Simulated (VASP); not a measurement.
BaTiO3: electric field gradients with LDA

Crystal: BaTiO3.

```
CELL_PARAMETERS angstrom
4.04737 0.00000 0.00000
0.00000 4.04737 0.00000
0.00000 0.00000 4.00730
ATOMIC_POSITIONS crystal
Ba 0.50000 0.50000 0.50000
Ti 0.00000 0.00000 0.00000
O 0.50000 0.00000 0.00000
O 0.00000 0.50000 0.00000
O 0.00000 0.00000 0.50000
```

This cell differs from its parent crystal: equal xx and yy strain of +1 %.

- Program: VASP 6.6.1
- Task: electric field gradients
- Functional: LDA
- Potentials or basis: VASP PAW LDA potentials, release 64 (Ba_sv, Ti_sv, O)
- Cutoff: 520 eV
- k mesh: 8 × 8 × 8
- Occupations: fermi-dirac, width 0.05 eV
- Spin: no spin polarisation
- Dipole correction: no
- Further INCAR settings: ALGO = Normal; EDIFF = 1e-08; NBANDS = 28

* Pressure: -10.4 GPa
* Band gap on the k mesh: 1.59 eV (least direct gap 1.76 eV)
* Largest electric field gradient by atom: Ba -1.4; Ti -8.9; O +25.0, +20.3 (each value once) V/Å²

Stress tensor (GPa, compression positive):
```
-10.99   0.00   0.00
  0.00 -10.99   0.00
  0.00   0.00  -9.31
```

Levels at points of the mesh, in eV from the valence-band top:
| k point | band 18 | band 19 | band 20 | band 21 | band 22 | band 23 |
| --- | --- | --- | --- | --- | --- | --- |
| (0.00, 0.00, 0.00) | -0.17 | -0.17 | -0.16 | 1.59 | 1.61 | 1.61 |
| (0.50, 0.00, 0.00) | -1.80 | -0.73 | -0.72 | 1.76 | 3.31 | 3.31 |
| (0.50, 0.50, 0.00) | -0.94 | -0.94 | -0.12 | 3.32 | 3.32 | 3.71 |
| (0.00, 0.00, 0.50) | -1.91 | -0.74 | -0.74 | 1.76 | 3.39 | 3.39 |
| (0.50, 0.00, 0.50) | -0.86 | -0.86 | -0.09 | 3.31 | 3.40 | 3.76 |
| (0.50, 0.50, 0.50) | -0.02 | 0.00 | 0.00 | 3.96 | 4.01 | 4.01 |

Electric field gradients, principal values (V/Å²):
```csv
atom,least,middle,greatest (by size)
1 Ba,0.707,0.707,-1.414
2 Ti,4.442,4.442,-8.884
3 O,-10.878,-14.127,25.005
4 O,-10.878,-14.127,25.005
5 O,-10.135,-10.135,20.270
```

It took 110 s on 1 thread of Intel(R) Xeon(R) Platinum 8488C (Sapphire Rapids), with other jobs on the host, peak memory 0.25 GiB.

Caveat: the cell differs from its parent crystal (equal xx and yy strain of +1 %); the cell stands under tension; without QUAD_EFG the Cq values of the log hold for a quadrupole moment of 1 mb, not for the nuclei; spin-orbit coupling is left out, which moves the levels of the heavy elements. A k mesh can miss the band edges.
